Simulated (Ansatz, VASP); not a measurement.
NaF: VASP beside Ansatz

The input POSCAR:

```
NaF
1.0
    0.0000000000      2.2972417802      2.2972417802
    2.2972417802      0.0000000000      2.2972417802
    2.2972417802      2.2972417802      0.0000000000
Na F
1 1
Direct
    0.0000000000      0.0000000000      0.0000000000
    0.5000000000      0.5000000000      0.5000000000
```

INCAR.step1

```
SYSTEM = NaF
PREC = Accurate ; ENCUT = 520
EDIFF = 1E-5 ; ISMEAR = 0
SIGMA = 0.01 ; LREAL = .False.
LASPH = .True. ; NELM = 80
ALGO = Normal ; ISIF = 2
LWAVE = .True. ; LCHARG = .False.
GGA = PE ; NBANDS = 14
```

Contents of INCAR.step2:

```
SYSTEM = NaF
PREC = Accurate ; ENCUT = 520
EDIFF = 1E-6 ; ISMEAR = 0
SIGMA = 0.01 ; LREAL = .False.
LASPH = .True. ; NELM = 80
ALGO = Normal ; ISIF = 2
LWAVE = .False. ; LCHARG = .False.
GGA = PE ; LHFCALC = .True.
AEXX = 0.2 ; HFSCREEN = 0.1
PRECFOCK = Normal ; ISTART = 1
NBANDS = 14
```

The input KPOINTS:

```
Automatic mesh
0
Gamma
  4 4 4
  0 0 0
```

Input for Ansatz:

```yaml
crystal:
  lattice:
    - [0.0, 2.2972417802, 2.2972417802]
    - [2.2972417802, 0.0, 2.2972417802]
    - [2.2972417802, 2.2972417802, 0.0]
  atoms:
    - { symbol: Na, position: [0.0, 0.0, 0.0] }
    - { symbol: F, position: [0.5, 0.5, 0.5] }
kpoints:
  mp_grid: { grid: [4, 4, 4] }
hamiltonian:
  xc: { exchange: pbe, correlation: pbe, exx: { coeff: 0.2, omega: 0.1 } }
scf:
  occupations: { method: fixed }
  n_extra_bands: 4
output:
  forces: true
  stress: true
  eigenvalues: true
```

Alike in both runs: task single point; functional PBE-based screened hybrid; k mesh 4 × 4 × 4; no spin polarisation.

|  | VASP | Ansatz |
| --- | --- | --- |
| version | VASP 6.6.1 | Ansatz 0.2.0 |
| potentials or method | VASP PAW PBE potentials, release 64 (Na_pv, F) | plane waves |
| plane-wave cutoff (eV) | 520 | 420 |
| occupations | gaussian, width 0.01 eV | fixed |
| valence electrons in the cell | 14 | 16 |

Ansatz gave:

- gap on the k mesh at the Fermi level (eV): 8.50
- pressure (GPa): 1.9

Task: Estimate VASP's values.

Result: gap on the k mesh at the Fermi level (eV): 8.48; pressure (GPa): 1.9.

VASP's potentials were made for PBE, not for PBE-based screened hybrid. VASP's potentials hold 14 valence electrons a cell and Ansatz's 16, so a difference there can come from the potentials and not from the codes. Ansatz's warnings: stress exchange threshold loose, stress scf threshold loose.

The k mesh is coarse, so the values compare programs but aren't converged.
